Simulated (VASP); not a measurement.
# CoPdO2 (R-3m) in VASP: further runs

The runs below take CoPdO2 through single point, with PBEsol.

Program: VASP 6.6.1. These are calculated values, not measurements. Logs are shortened: lines on timing, memory, paths and dates and some standing lists are left out, and cuts for length are marked.

**1. The cell of the first run**

Symmetry: R-3m, No. 166, trigonal system. Conventional cell: a = 2.824 Å, b = 2.824 Å, c = 17.783 Å, α = 90.00°, β = 90.00°, γ = 120.00°. Co (site symmetry -3m) has 6 O at 1.90 Å within 2.5 Å. Pd (site symmetry -3m) has 2 O at 2.00 Å within 2.6 Å. O (site symmetry 3m) has 3 Co at 1.90 Å and 1 Pd at 2.00 Å and 3 O at 2.53 Å within 2.6 Å.

**2. Single point, PBEsol, collinear spin, ferromagnetic start**

INCAR

```
PREC = Accurate ; ENCUT = 600
EDIFF = 1E-6 ; ISMEAR = 0
SIGMA = 0.1 ; LREAL = False
LASPH = True ; NELM = 200
ALGO = Normal ; ISIF = 2
LWAVE = False ; LCHARG = False
ISPIN = 2 ; MAGMOM = 3 0 0 0
LORBIT = 11 ; LMAXMIX = 4
GGA = PS ; NBANDS = 28
GGA_COMPAT = False
```

KPOINTS

```
Automatic mesh
0
Gamma
  6 6 6
```

POSCAR

```
CoPdO2
1.0
    1.4119137819      0.8151688020      5.9275142993
   -1.4119137819      0.8151688020      5.9275142993
    0.0000000000     -1.6303376041      5.9275142993
Co Pd O
1 1 2
Direct
    0.5000000000      0.5000000000      0.5000000000
    0.0000000000      0.0000000000      0.0000000000
    0.8877632707      0.8877632707      0.8877632707
    0.1122367293      0.1122367293      0.1122367293
```

Potentials or basis: VASP PAW PBE potentials, release 64 (Co, Pd, O).

The run is started by

```console
$ cat potpaw_PBE.64/Co/POTCAR potpaw_PBE.64/Pd/POTCAR potpaw_PBE.64/O/POTCAR > POTCAR
$ mpirun -np 1 vasp_std > vasp.out
```

OUTCAR:

```text
PREC = Accurate
   ENCUT = 600
   EDIFF = 1E-6
   ISMEAR = 0
   LREAL = False
   LASPH = True
   NELM = 200
   ISIF = 2
   ISPIN = 2
   LORBIT = 11
   GGA = PS

 ion  position               nearest neighbor table
   1  0.500  0.500  0.500-   4 1.90   3 1.90   4 1.90   4 1.90   3 1.90   3 1.90
   2  0.000  0.000  0.000-   3 2.00   4 2.00
   3  0.888  0.888  0.888-   1 1.90   1 1.90   1 1.90   2 2.00
   4  0.112  0.112  0.112-   1 1.90   1 1.90   1 1.90   2 2.00

  LATTYP: Found a trigonal (rhomboedric) cell.
 ALAT       =     6.1476358441
 COS(alpha) =     0.8945054358

  Lattice vectors:

 A1 = (   1.4119137819,   0.8151688020,   5.9275142993)
 A2 = (  -1.4119137819,   0.8151688020,   5.9275142993)
 A3 = (   0.0000000000,  -1.6303376041,   5.9275142993)

Analysis of symmetry for initial positions (statically):
=====================================================================
 Subroutine PRICEL returns:
 Original cell was already a primitive cell.

 Routine SETGRP: Setting up the symmetry group for a
 trigonal (rhombohedral) supercell.

 Subroutine GETGRP returns: Found 12 space group operations
 (whereof 12 operations were pure point group operations)
 out of a pool of 12 trial point group operations.

The static configuration has the point symmetry D_3d.

Analysis of symmetry for dynamics (positions and initial velocities):
=====================================================================
 Subroutine PRICEL returns:
 Original cell was already a primitive cell.

 Routine SETGRP: Setting up the symmetry group for a
 trigonal (rhombohedral) supercell.

 Subroutine GETGRP returns: Found 12 space group operations
 (whereof 12 operations were pure point group operations)
 out of a pool of 12 trial point group operations.

The dynamic configuration has the point symmetry D_3d.

Analysis of structural, dynamic, and magnetic symmetry:
=====================================================================
 Subroutine PRICEL returns:
 Original cell was already a primitive cell.

 Routine SETGRP: Setting up the symmetry group for a
 trigonal (rhombohedral) supercell.

 Subroutine GETGRP returns: Found 12 space group operations
 (whereof 12 operations were pure point group operations)
 out of a pool of 12 trial point group operations.

The overall configuration has the point symmetry D_3d.

 Subroutine INISYM returns: Found 12 space group operations
 (whereof 12 operations are pure point group operations),
 and found     1 'primitive' translations

----------------------------------------------------------------------------------------

                                     Primitive cell

  volume of cell :      40.9336

  direct lattice vectors                    reciprocal lattice vectors
     1.411913782  0.815168802  5.927514299     0.354129272  0.204456631  0.056234927
    -1.411913782  0.815168802  5.927514299    -0.354129272  0.204456631  0.056234927
     0.000000000 -1.630337604  5.927514299     0.000000000 -0.408913261  0.056234927

  length of vectors
     6.147635844  6.147635844  6.147635844     0.412761944  0.412761944  0.412761944

  position of ions in fractional coordinates (direct lattice)
     0.500000000  0.500000000  0.500000000
     0.000000000  0.000000000  0.000000000
     0.887763271  0.887763271  0.887763271
     0.112236729  0.112236729  0.112236729

  ion indices of the primitive-cell ions
   primitive index   ion index
                 1           1
                 2           2
                 3           3
                 4           4

----------------------------------------------------------------------------------------

 KPOINTS: Automatic mesh

Automatic generation of k-mesh.
 Grid dimensions read from file:
 generate k-points for:    6    6    6

 Generating k-lattice:

  Cartesian coordinates                     Fractional coordinates (reciprocal lattice)
     0.059021545  0.034076105  0.009372488     0.166666667 -0.000000000 -0.000000000
    -0.059021545  0.034076105  0.009372488    -0.000000000  0.166666667 -0.000000000
     0.000000000 -0.068152210  0.009372488    -0.000000000 -0.000000000  0.166666667

  Length of vectors
     0.068793657  0.068793657  0.068793657

  Shift w.r.t. Gamma in fractional coordinates (k-lattice)
     0.000000000  0.000000000  0.000000000

 Subroutine IBZKPT returns following result:
 ===========================================

 Found     32 irreducible k-points:

 Following reciprocal coordinates:
            Coordinates               Weight
  0.000000  0.000000  0.000000      1.000000
  0.166667 -0.000000  0.000000      6.000000
  0.333333  0.000000  0.000000      6.000000
  0.500000 -0.000000  0.000000      3.000000
  0.166667  0.166667  0.000000      6.000000
  0.333333  0.166667  0.000000     12.000000
[... 16 lines left out ...]
  0.500000  0.500000  0.166667      6.000000
 -0.333333  0.500000  0.166667     12.000000
 [... further k-points ...]
   k-points           NKPTS =     32   k-points in BZ     NKDIM =     32   number of bands    NBANDS=     28
   number of dos      NEDOS =    301   number of ions     NIONS =      4
   total plane-waves  NPLWV = 125000
   dimension x,y,z NGX =    50 NGY =   50 NGZ =   50
   dimension x,y,z NGXF=   100 NGYF=  100 NGZF=  100
   ions per type =               1   1   2
   NGX,Y,Z   is equivalent  to a cutoff of  13.52, 13.52, 13.52 a.u.
   NGXF,Y,Z  is equivalent  to a cutoff of  27.04, 27.04, 27.04 a.u.
 SYSTEM =  unknown system
   PREC   = accura    normal or accurate (medium, high low for compatibility)
   ISTART =      0    job   : 0-new  1-cont  2-samecut
   ICHARG =      2    charge: 1-file 2-atom 10-const
   ISPIN  =      2    spin polarized calculation?
   LNONCOLLINEAR =      F non collinear calculations
   LSORBIT =      F    spin-orbit coupling
   LASPH  =      T    aspherical Exc in radial PAW
   ENCUT  =  600.0 eV  44.10 Ry    6.64 a.u.  12.28 12.28 12.28*2*pi/ulx,y,z
   NELM   =    200;   NELMIN=  2; NELMDL= -5     # of ELM steps
   EDIFF  = 0.1E-05   stopping-criterion for ELM
   LREAL  =      F    real-space projection
   EDIFFG = 0.1E-04   stopping-criterion for IOM
   NSW    =      0    number of steps for IOM
   IBRION =     -1    ionic relax: 0-MD 1-quasi-New 2-CG
   NFREE  =      0    steps in history (QN), initial steepest desc. (CG)
   ISIF   =      2    stress and relaxation
   ISYM   =      2    0-nonsym 1-usesym 2-fastsym
   POTIM  = 0.5000    time-step for ionic-motion
   TEBEG  =    0.0;   TEEND  =   0.0 temperature during run
   PSTRESS=    0.0 pullay stress
   NELECT =      31.0000    total number of electrons
   NUPDOWN=      -1.0000    fix difference up-down
   EMIN   =  10.00;   EMAX   =-10.00  energy-range for DOS
   EFERMI =   0.00;   METHOD = LEGACY
   ISMEAR =     0;   SIGMA  =   0.10  broadening in eV -4-tet -1-fermi 0-gaus
   EFERMI_NEDOS =   21; number of points for ismear=-14 and -15
   IALGO  =     38    algorithm
   IMIX   =      4    mixing-type and parameters
     AMIX     =   0.40;   BMIX     =  1.00
     AMIX_MAG =   1.60;   BMIX_MAG =  1.00
  volume/ion in A,a.u.               =      10.23        69.06
  Fermi-wavevector in a.u.,A,eV,Ry     =   1.492229  2.819904 30.296745  2.226748
  Thomas-Fermi vector in A             =   2.604784
   LORBIT       =     11    0 simple, 1 ext, 2 COOP (PROOUT), +10 PAW based schemes
   GGA     = PS    functional components
   LHFCALC =     F    Hartree Fock is set to
   AEXX    =    0.0000 exact exchange contribution
   IVDW    =     0    specifies the selected vdW correction
   LEPSILON=     F    determine dielectric tensor
   LRPA    =     F    only Hartree local field effects (RPA)
 spin polarized calculation
 Gauss-broadening in eV      SIGMA  =   0.10
  energy-cutoff  :      600.00
  volume of cell :       40.93
 maximum number of plane-waves:      1403
 NGX is ok and might be reduce to    50
   NGX = 25   NGY = 25   NGZ = 25

 number of electron      30.9999996 magnetization       0.0035157

 number of electron      30.9999996 magnetization      -0.0010215

 Free energy of the ion-electron system (eV)
  ---------------------------------------------------
  ext. energy  EPLUGINS =         0.00000000
  ---------------------------------------------------
  free energy    TOTEN  =       -27.79495338 eV

  energy without entropy =      -27.78988751  energy(sigma->0) =      -27.79242045

 E-fermi :   7.5196     XC(G=0): -12.7788

 val. band max:        7.4788876260   @ k =   0.5000   0.5000  -0.0000
 cond. band min:       7.9190691902   @ k =   0.5000   0.5000  -0.0000
 fundamental gap:      0.4401815642
 Fermi energy:         7.5195535694

 spin component 1

 k-point     1 :       0.0000    0.0000    0.0000
  band No.  band energies     occupation
      1     -13.2303      1.00000
      2     -11.3030      1.00000
      3      -0.9436      1.00000
      4       1.6161      1.00000
      5       1.6161      1.00000
      6       2.6053      1.00000
[... 19 lines left out ...]
     26      26.8309      0.00000
     27      29.4407      0.00000

 k-point     2 :       0.1667   -0.0000    0.0000
  band No.  band energies     occupation
      1     -12.9111      1.00000
      2     -11.2796      1.00000
      3      -0.5939      1.00000
      4       0.9975      1.00000
      5       1.7724      1.00000
      6       2.8859      1.00000
[... 19 lines left out ...]
     26      26.5007      0.00000
     27      27.7952      0.00000

 k-point     3 :       0.3333    0.0000    0.0000
  band No.  band energies     occupation
      1     -12.1667      1.00000
      2     -11.2761      1.00000
      3       0.0625      1.00000
      4       0.3424      1.00000
      5       1.5803      1.00000
      6       2.0804      1.00000
[... 594 lines left out ...]
      1     -12.0529      1.00000
      2     -11.4202      1.00000
      3      -0.0661      1.00000
      4       1.0447      1.00000
      5       1.3772      1.00000
      6       2.0551      1.00000
[... 19 lines left out ...]
     26      24.5874      0.00000
     27      26.6464      0.00000

 k-point    24 :      -0.3333    0.5000    0.1667
  band No.  band energies     occupation
      1     -11.5992      1.00000
      2     -11.4424      1.00000
      3      -0.0855      1.00000
      4       0.6679      1.00000
      5       1.5759      1.00000
      6       2.1379      1.00000
[... 19 lines left out ...]
     26      23.0392      0.00000
     27      25.2239      0.00000

 [... further k-points ...]

 spin component 2

 k-point     1 :       0.0000    0.0000    0.0000
  band No.  band energies     occupation
      1     -13.2307      1.00000
      2     -11.3035      1.00000
      3      -0.9439      1.00000
      4       1.6155      1.00000
      5       1.6155      1.00000
      6       2.6051      1.00000
[... 19 lines left out ...]
     26      26.8308      0.00000
     27      29.4405      0.00000

 k-point     2 :       0.1667   -0.0000    0.0000
  band No.  band energies     occupation
      1     -12.9115      1.00000
      2     -11.2802      1.00000
      3      -0.5942      1.00000
      4       0.9970      1.00000
      5       1.7718      1.00000
      6       2.8856      1.00000
[... 19 lines left out ...]
     26      26.5005      0.00000
     27      27.7952      0.00000

 k-point     3 :       0.3333    0.0000    0.0000
  band No.  band energies     occupation
      1     -12.1672      1.00000
      2     -11.2767      1.00000
      3       0.0621      1.00000
      4       0.3420      1.00000
      5       1.5799      1.00000
      6       2.0798      1.00000
[... 594 lines left out ...]
      1     -12.0534      1.00000
      2     -11.4207      1.00000
      3      -0.0665      1.00000
      4       1.0443      1.00000
      5       1.3768      1.00000
      6       2.0545      1.00000
[... 19 lines left out ...]
     26      24.5874      0.00000
     27      26.6464      0.00000

 k-point    24 :      -0.3333    0.5000    0.1667
  band No.  band energies     occupation
      1     -11.5998      1.00000
      2     -11.4429      1.00000
      3      -0.0859      1.00000
      4       0.6675      1.00000
      5       1.5754      1.00000
      6       2.1375      1.00000
[... 19 lines left out ...]
     26      23.0391      0.00000
     27      25.2238      0.00000

 [... further k-points ...]

 [bands above 27 left out]

------------------------ aborting loop because EDIFF is reached ----------------------------------------

  FORCE on cell =-STRESS in cart. coord.  units (eV):
  Direction    XX          YY          ZZ          XY          YZ          ZX
  --------------------------------------------------------------------------------------
  -------------------------------------------------------------------------------------
  Total       -1.0468900     -1.0468900     -1.6082316      0.0000000      0.0000000      0.0000000
  in kB      -40.9762363    -40.9762363    -62.9476589      0.0000000      0.0000000      0.0000000
  external PRESSURE =     -48.3000439 kB  Pullay stress =       0.0000000 kB

 VOLUME and BASIS-vectors are now :
 -----------------------------------------------------------------------------
  energy-cutoff  :      600.00
  volume of cell :       40.93
      direct lattice vectors                 reciprocal lattice vectors
     1.411913782  0.815168802  5.927514299     0.354129272  0.204456631  0.056234927
    -1.411913782  0.815168802  5.927514299    -0.354129272  0.204456631  0.056234927
     0.000000000 -1.630337604  5.927514299     0.000000000 -0.408913261  0.056234927

 POSITION                                       TOTAL-FORCE (eV/Angst)
 -----------------------------------------------------------------------------------
      0.00000     -0.00000      8.89127         0.000000     -0.000000      0.000000
      0.00000      0.00000      0.00000        -0.000000     -0.000000      0.000000
      0.00000     -0.00000     15.78669        -0.000000      0.000000     -0.112168
      0.00000     -0.00000      1.99585        -0.000000     -0.000000      0.112168
 -----------------------------------------------------------------------------------
    total drift:                               -0.000000     -0.000000      0.000000

  FREE ENERGIE OF THE ION-ELECTRON SYSTEM (eV)
  ---------------------------------------------------
  free  energy   TOTEN  =       -27.7949533814 eV

  energy  without entropy=      -27.7898875121  energy(sigma->0) =      -27.79242045

 total charge

# of ion       s       p       d       tot
------------------------------------------
    1        0.439   0.681   7.351   8.472
    2        0.481   0.487   8.434   9.402
    3        1.550   3.425   0.000   4.975
    4        1.550   3.425   0.000   4.975
--------------------------------------------------
tot          4.020   8.019  15.785  27.824

 magnetization (x)

# of ion       s       p       d       tot
------------------------------------------
    1        0.000   0.000  -0.000  -0.000
    2        0.000   0.000  -0.000  -0.000
    3       -0.000  -0.000   0.000  -0.000
    4       -0.000  -0.000   0.000  -0.000
--------------------------------------------------
tot          0.000  -0.000  -0.000  -0.000
```

It took 3.6 min on 1 thread of Intel Xeon 6975P-C (Granite Rapids), shared host; peak memory 0.48 GiB.

What came out:

- Free energy: -27.7950 eV
- Pressure: -4.8 GPa
- Largest force: 0.112 eV/Å
- Net moment: 0.00 μB per cell
- Valence electrons inside the program's atomic spheres: Co 8.47; Pd 9.40; O 4.97

Forces in eV/Å, atoms in the order of the input:
```
Co   0.000  0.000  0.000
Pd   0.000  0.000  0.000
O    0.000  0.000 -0.112
O    0.000  0.000  0.112
```

Caveat: the k points lie up to 0.43 Å⁻¹ apart; the PAW data sets were made with another functional, which shifts forces and pressure a little; semilocal functionals often make such compounds metallic where correlation or magnetic order opens a gap, which also shifts bond lengths.

**3. Single point, PBEsol**

This run uses another cell than the first one, of 10.08 Å³/atom.

INCAR

```
ALGO     = Normal         # electronic algorithm
EDIFF    = 1E-6           # SCF threshold, eV
ENCUT    = 600            # plane-wave cutoff, eV
GGA      = PS             # functional
GGA_COMPAT= F            
ISIF     = 2              # what is computed and relaxed
ISMEAR   = 0              # smearing method
LASPH    = T              # aspherical terms in the spheres
LCHARG   = F              # write CHGCAR
LREAL    = F              # projectors in reciprocal space
LWAVE    = F              # write WAVECAR
NBANDS   = 24             # bands
NELM     = 120            # most SCF steps
PREC     = Accurate       # precision mode
SIGMA    = 0.1            # smearing width, eV
```

KPOINTS

```
k-points
0
Gamma
  18 18 18
```

POSCAR

```
CoPdO2
1.0
    1.4074802438      0.8126090976      5.8739163828
   -1.4074802438      0.8126090976      5.8739163828
    0.0000000000     -1.6252181953      5.8739163828
Co Pd O
1 1 2
Direct
    0.5000000000      0.5000000000      0.5000000000
    0.0000000000      0.0000000000      0.0000000000
    0.8874203740      0.8874203740      0.8874203740
    0.1125796260      0.1125796260      0.1125796260
```

Potentials or basis: VASP PAW PBE potentials, release 64 (Co, Pd, O).

The run is started by

```console
$ cat potpaw_PBE.64/Co/POTCAR potpaw_PBE.64/Pd/POTCAR potpaw_PBE.64/O/POTCAR > POTCAR
$ mpirun -np 1 vasp_std > vasp.out
```

It took 29 min on 1 thread of Intel Xeon 6975P-C (Granite Rapids), shared host; peak memory 0.92 GiB.

Results (log left out):

- Free energy: -27.7685 eV
- Pressure: -0.3 GPa
- Largest force: 0.044 eV/Å
- Band gap on the k mesh: zero (an odd number of electrons rules out a gap without spin polarisation)

Forces in eV/Å, atoms in the order of the input:
```
Co   0.000  0.000  0.000
Pd   0.000  0.000  0.000
O    0.000  0.000  0.044
O    0.000  0.000 -0.044
```

Stress tensor (GPa, compression positive):
```
-0.28  0.00  0.00
 0.00 -0.28  0.00
 0.00  0.00 -0.42
```

Levels at points of the mesh, in eV from the Fermi level:
| k point | band 12 | band 13 | band 14 | band 15 | band 16 | band 17 | band 18 | band 19 | band 20 | band 21 |
| --- | --- | --- | --- | --- | --- | --- | --- | --- | --- | --- |
| (0.00, 0.00, 0.00) | -1.71 | -1.71 | -1.47 | -1.47 | -0.97 | 2.17 | 2.17 | 3.06 | 6.36 | 9.56 |
| (0.50, 0.00, 0.00) | -1.34 | -0.98 | -0.70 | -0.29 | 0.86 | 1.38 | 1.71 | 3.43 | 8.42 | 10.72 |
| (0.50, 0.50, 0.00) | -1.55 | -0.97 | -0.77 | -0.29 | 0.21 | 2.04 | 2.17 | 3.44 | 9.23 | 9.67 |
| (0.50, 0.50, 0.50) | -1.60 | -1.60 | -0.75 | -0.75 | -0.46 | 1.84 | 1.84 | 4.22 | 5.29 | 9.27 |

Caveat: the PAW data sets were made with another functional, which shifts forces and pressure a little; an odd number of electrons without spin polarisation forces a metal; a magnetic or distorted state may lie lower; the run has no spin polarisation, though such a crystal can be magnetic; semilocal functionals often make such compounds metallic where correlation or magnetic order opens a gap, which also shifts bond lengths.
